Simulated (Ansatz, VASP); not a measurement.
# Be in VASP and in Ansatz

```xyz
6
Lattice="2.2575 0.0000 0.0000 1.1288 1.9551 0.0000 0.0000 0.0000 24.8781" Properties=species:S:1:pos:R:3 pbc="T T T"
Be    2.2575    1.3034    7.8939
Be    0.0000    0.0000    9.7326
Be    2.2575    1.3034   11.5371
Be    0.0000    0.0000   13.3410
Be    2.2575    1.3034   15.1455
Be    0.0000    0.0000   16.9841
```

Alike in both runs: functional PBEsol; k mesh 17 × 17 × 1; no spin polarisation.

Ansatz relaxed the structure, and its values are those at the end. VASP's run is a single point on that final structure, the one shown.

|  | VASP | Ansatz |
| --- | --- | --- |
| version | VASP 6.6.1 | Ansatz 0.2.0 |
| potentials or method | VASP PAW PBE potentials, release 64 (Be) | plane-wave PAW, scalar-relativistic |
| plane-wave cutoff (eV) | 520 | 420 |
| occupations | methfessel-paxton of order 1, width 0.1 eV | cold, width 0.1 eV |
| valence electrons in the cell | 12 | 12 |

Ansatz gave:

| Quantity | Value |
| --- | --- |
| rms of the force components (eV/Å) | 0.002 |

What did VASP give for the same quantities?

rms of the force components (eV/Å): 0.007.

VASP's potentials were made for PBE, not for PBEsol, and Ansatz warns of the same on its side.
